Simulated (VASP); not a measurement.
# Sc (I4_1/amd) in VASP: single point with PBE

Aim: the single point of Sc with PBE.

Everything below comes from runs of VASP 6.6.1. Logs are shortened: lines on timing, memory, paths and dates and some standing lists are left out, and cuts for length are marked.

**1. The cell of the first run**

The structure is tetragonal, space group I4_1/amd (No. 141). Conventional cell: a = 4.773 Å, b = 4.773 Å, c = 2.826 Å, α = 90.00°, β = 90.00°, γ = 90.00°. Within 3.3 Å of Sc (site symmetry -4m2) lie 10 Sc at 2.49 to 3.19 Å.

**2. Single point, PBE**

The input, INCAR:

```
PREC = Accurate
ENCUT = 520
EDIFF = 1E-6
ISMEAR = -1
SIGMA = 0.08
LREAL = F
LASPH = T
NELM = 100
ALGO = Normal
ISIF = 2
LWAVE = F
LCHARG = F
GGA = PE
NBANDS = 18
```

The input, KPOINTS:

```
regular mesh
0
Gamma
  14 14 14
```

The input, POSCAR:

```
Sc
1.0
   -2.3864634667      2.3864634667      1.4130778008
    2.3864634667     -2.3864634667      1.4130778008
    2.3864634667      2.3864634667     -1.4130778008
Sc
2
Direct
   -0.3750000000     -0.1250000000     -0.2500000000
    0.3750000000      0.1250000000      0.2500000000
```

Potentials or basis: VASP PAW PBE potentials, release 64 (Sc_sv).

Command:

```bash
> cat potpaw_PBE.64/Sc_sv/POTCAR > POTCAR
> mpirun -np 1 vasp_std > vasp.out
```

OUTCAR:

```text
PREC = Accurate
   ENCUT = 520
   EDIFF = 1E-6
   ISMEAR = -1
   LREAL = F
   LASPH = T
   NELM = 100
   ISIF = 2
   GGA = PE

 ion  position               nearest neighbor table
   1  0.625  0.875  0.750-   2 2.49   2 2.49   2 2.49   2 2.49   2 3.19   2 3.19   2 3.19   2 3.19

   2  0.375  0.125  0.250-   1 2.49   1 2.49   1 2.49   1 2.49   1 3.19   1 3.19   1 3.19   1 3.19

  LATTYP: Found a body centered tetragonal cell.
 ALAT       =     4.7729269334
 C/A-ratio  =     0.5921221173

  Lattice vectors:

 A1 = (  -2.3864634667,   2.3864634667,   1.4130778008)
 A2 = (   2.3864634667,  -2.3864634667,   1.4130778008)
 A3 = (   2.3864634667,   2.3864634667,  -1.4130778008)

Analysis of symmetry for initial positions (statically):
=====================================================================
 Subroutine PRICEL returns:
 Original cell was already a primitive cell.

 Routine SETGRP: Setting up the symmetry group for a
 body centered tetragonal supercell.

 Subroutine GETGRP returns: Found 16 space group operations
 (whereof  4 operations were pure point group operations)
 out of a pool of 16 trial point group operations.

The static configuration has the point symmetry C_2h.
 The point group associated with its full space group is D_4h.

Analysis of symmetry for dynamics (positions and initial velocities):
=====================================================================
 Subroutine PRICEL returns:
 Original cell was already a primitive cell.

 Routine SETGRP: Setting up the symmetry group for a
 body centered tetragonal supercell.

 Subroutine GETGRP returns: Found 16 space group operations
 (whereof  4 operations were pure point group operations)
 out of a pool of 16 trial point group operations.

The dynamic configuration has the point symmetry C_2h.
 The point group associated with its full space group is D_4h.

 Subroutine INISYM returns: Found 16 space group operations
 (whereof  4 operations are pure point group operations),
 and found     1 'primitive' translations

----------------------------------------------------------------------------------------

                                     Primitive cell

  volume of cell :      32.1911

  direct lattice vectors                    reciprocal lattice vectors
    -2.386463467  2.386463467  1.413077801     0.000000000  0.209515045  0.353837559
     2.386463467 -2.386463467  1.413077801     0.209515045  0.000000000  0.353837559
     2.386463467  2.386463467 -1.413077801     0.209515045  0.209515045  0.000000000

  length of vectors
     3.658852911  3.658852911  3.658852911     0.411214752  0.411214752  0.296299018

  position of ions in fractional coordinates (direct lattice)
     0.625000000  0.875000000  0.750000000
     0.375000000  0.125000000  0.250000000

  ion indices of the primitive-cell ions
   primitive index   ion index
                 1           1
                 2           2

----------------------------------------------------------------------------------------

 KPOINTS: regular mesh

Automatic generation of k-mesh.
 Grid dimensions read from file:
 generate k-points for:   14   14   14

 Generating k-lattice:

  Cartesian coordinates                     Fractional coordinates (reciprocal lattice)
     0.000000000  0.014965360  0.025274111     0.071428571  0.000000000  0.000000000
     0.014965360  0.000000000  0.025274111     0.000000000  0.071428571  0.000000000
     0.014965360  0.014965360  0.000000000     0.000000000  0.000000000  0.071428571

  Length of vectors
     0.029372482  0.029372482  0.021164216

  Shift w.r.t. Gamma in fractional coordinates (k-lattice)
     0.000000000  0.000000000  0.000000000

 Subroutine IBZKPT returns following result:
 ===========================================

 Found    244 irreducible k-points:

 Following reciprocal coordinates:
            Coordinates               Weight
  0.000000  0.000000  0.000000      1.000000
  0.071429  0.000000  0.000000      8.000000
  0.142857  0.000000 -0.000000      8.000000
  0.214286  0.000000 -0.000000      8.000000
  0.285714  0.000000  0.000000      8.000000
  0.357143  0.000000  0.000000      8.000000
[... 16 lines left out ...]
  0.214286  0.142857 -0.000000     16.000000
  0.285714  0.142857 -0.000000     16.000000
 [... further k-points ...]
   k-points           NKPTS =    244   k-points in BZ     NKDIM =    244   number of bands    NBANDS=     18
   number of dos      NEDOS =    301   number of ions     NIONS =      2
   total plane-waves  NPLWV =  21952
   dimension x,y,z NGX =    28 NGY =   28 NGZ =   28
   dimension x,y,z NGXF=    56 NGYF=   56 NGZF=   56
   ions per type =               2
   NGX,Y,Z   is equivalent  to a cutoff of  12.72, 12.72, 12.72 a.u.
   NGXF,Y,Z  is equivalent  to a cutoff of  25.44, 25.44, 25.44 a.u.
 SYSTEM =  unknown system
   PREC   = accura    normal or accurate (medium, high low for compatibility)
   ISTART =      0    job   : 0-new  1-cont  2-samecut
   ICHARG =      2    charge: 1-file 2-atom 10-const
   ISPIN  =      1    spin polarized calculation?
   LNONCOLLINEAR =      F non collinear calculations
   LSORBIT =      F    spin-orbit coupling
   LASPH  =      T    aspherical Exc in radial PAW
   ENCUT  =  520.0 eV  38.22 Ry    6.18 a.u.   6.80  6.80  6.80*2*pi/ulx,y,z
   NELM   =    100;   NELMIN=  2; NELMDL= -5     # of ELM steps
   EDIFF  = 0.1E-05   stopping-criterion for ELM
   LREAL  =      F    real-space projection
   EDIFFG = 0.1E-04   stopping-criterion for IOM
   NSW    =      0    number of steps for IOM
   IBRION =     -1    ionic relax: 0-MD 1-quasi-New 2-CG
   NFREE  =      0    steps in history (QN), initial steepest desc. (CG)
   ISIF   =      2    stress and relaxation
   ISYM   =      2    0-nonsym 1-usesym 2-fastsym
   POTIM  = 0.5000    time-step for ionic-motion
   TEBEG  =    0.0;   TEEND  =   0.0 temperature during run
   PSTRESS=    0.0 pullay stress
   NELECT =      22.0000    total number of electrons
   NUPDOWN=      -1.0000    fix difference up-down
   EMIN   =  10.00;   EMAX   =-10.00  energy-range for DOS
   EFERMI =   0.00;   METHOD = LEGACY
   ISMEAR =    -1;   SIGMA  =   0.08  broadening in eV -4-tet -1-fermi 0-gaus
   EFERMI_NEDOS =   21; number of points for ismear=-14 and -15
   IALGO  =     38    algorithm
   IMIX   =      4    mixing-type and parameters
     AMIX     =   0.40;   BMIX     =  1.00
     AMIX_MAG =   1.60;   BMIX_MAG =  1.00
  volume/ion in A,a.u.               =      16.10       108.62
  Fermi-wavevector in a.u.,A,eV,Ry     =   1.442017  2.725018 28.292149  2.079414
  Thomas-Fermi vector in A             =   2.560585
   LORBIT       =      0    0 simple, 1 ext, 2 COOP (PROOUT), +10 PAW based schemes
   GGA     = PE    functional components
   LHFCALC =     F    Hartree Fock is set to
   AEXX    =    0.0000 exact exchange contribution
   IVDW    =     0    specifies the selected vdW correction
   LEPSILON=     F    determine dielectric tensor
   LRPA    =     F    only Hartree local field effects (RPA)
 non-spin polarized calculation
  energy-cutoff  :      520.00
  volume of cell :       32.19
 maximum number of plane-waves:       886
   NGX = 13   NGY = 13   NGZ = 13

 number of electron      22.0000000 magnetization

 Free energy of the ion-electron system (eV)
  ---------------------------------------------------
  ext. energy  EPLUGINS =         0.00000000
  ---------------------------------------------------
  free energy    TOTEN  =       -10.23313232 eV

  energy without entropy =      -10.18836457  energy(sigma->0) =      -10.21074845

 E-fermi :   6.4995     XC(G=0): -11.7156

 val. band max:        6.4970828619   @ k =  -0.2143   0.2143   0.0000
 cond. band min:       6.5035993886   @ k =  -0.2857  -0.3571   0.2857
 fundamental gap:      0.0065165267
 Fermi energy:         6.4994589710

 k-point     1 :       0.0000    0.0000    0.0000
  band No.  band energies     occupation
      1     -42.5153      2.00000
      2     -41.6992      2.00000
      3     -21.7407      2.00000
      4     -21.7407      2.00000
      5     -20.2801      2.00000
      6     -20.2465      2.00000
[... 10 lines left out ...]
     17      10.0621      0.00000
     18      12.9072      0.00000

 k-point     2 :       0.0714    0.0000    0.0000
  band No.  band energies     occupation
      1     -42.5010      2.00000
      2     -41.7027      2.00000
      3     -21.7399      2.00000
      4     -21.7145      2.00000
      5     -20.3310      2.00000
      6     -20.2941      2.00000
[... 10 lines left out ...]
     17      10.5961      0.00000
     18      12.8496      0.00000

 k-point     3 :       0.1429    0.0000   -0.0000
  band No.  band energies     occupation
      1     -42.4600      2.00000
      2     -41.7131      2.00000
      3     -21.7372      2.00000
      4     -21.6424      2.00000
      5     -20.4776      2.00000
      6     -20.4137      2.00000
[... 10 lines left out ...]
     17      10.7094      0.00000
     18      12.7126      0.00000

 k-point     4 :       0.2143    0.0000   -0.0000
  band No.  band energies     occupation
      1     -42.3980      2.00000
      2     -41.7306      2.00000
      3     -21.7331      2.00000
      4     -21.5461      2.00000
      5     -20.6935      2.00000
      6     -20.5558      2.00000
[... 375 lines left out ...]
      4     -21.6180      2.00000
      5     -20.8038      2.00000
      6     -20.7605      2.00000
[... 10 lines left out ...]
     17      10.5201      0.00000
     18      12.2857      0.00000

 k-point    23 :       0.2143    0.1429   -0.0000
  band No.  band energies     occupation
      1     -42.2857      2.00000
      2     -41.7478      2.00000
      3     -21.6645      2.00000
      4     -21.5640      2.00000
      5     -20.9620      2.00000
      6     -20.8866      2.00000
[... 10 lines left out ...]
     17      11.2577      0.00000
     18      11.9201      0.00000

 k-point    24 :       0.2857    0.1429   -0.0000
  band No.  band energies     occupation
      1     -42.2202      2.00000
      2     -41.7815      2.00000
      3     -21.7016      2.00000
      4     -21.5302      2.00000
      5     -21.0922      2.00000
      6     -20.9051      2.00000
[... 10 lines left out ...]
     17      11.4390      0.00000
     18      12.3125      0.00000

 [... further k-points ...]
[... 5 lines left out ...]
  --------------------------------------------------------------------------------------
  -------------------------------------------------------------------------------------
  Total        7.3845251      7.3845251      7.3026679      0.0000000     -0.0000000     -0.0000000
  in kB      367.5339907    367.5339907    363.4598853      0.0000000     -0.0000000     -0.0000000
  external PRESSURE =     366.1759556 kB  Pullay stress =       0.0000000 kB

 VOLUME and BASIS-vectors are now :
 -----------------------------------------------------------------------------
  energy-cutoff  :      520.00
  volume of cell :       32.19
      direct lattice vectors                 reciprocal lattice vectors
    -2.386463467  2.386463467  1.413077801     0.000000000  0.209515045  0.353837559
     2.386463467 -2.386463467  1.413077801     0.209515045  0.000000000  0.353837559
     2.386463467  2.386463467 -1.413077801     0.209515045  0.209515045  0.000000000

 POSITION                                       TOTAL-FORCE (eV/Angst)
 -----------------------------------------------------------------------------------
      2.38646      1.19323      1.05981         0.000000      0.000000     -0.000000
      0.00000      1.19323      0.35327        -0.000000     -0.000000      0.000000
 -----------------------------------------------------------------------------------
    total drift:                                0.000000      0.000000     -0.000000

  FREE ENERGIE OF THE ION-ELECTRON SYSTEM (eV)
  ---------------------------------------------------
  free  energy   TOTEN  =       -10.2331323249 eV

  energy  without entropy=      -10.1883645749  energy(sigma->0) =      -10.21074845
```

It took 50 s on 1 thread of Intel Xeon 6975P-C (Granite Rapids), shared host; peak memory 0.24 GiB.

What came out:

* Free energy: -10.2331 eV
* Pressure: 36.6 GPa
* Band gap on the k mesh: zero (band 11 reaches 7.73 eV, above the bottom of band 12 at 5.70 eV)
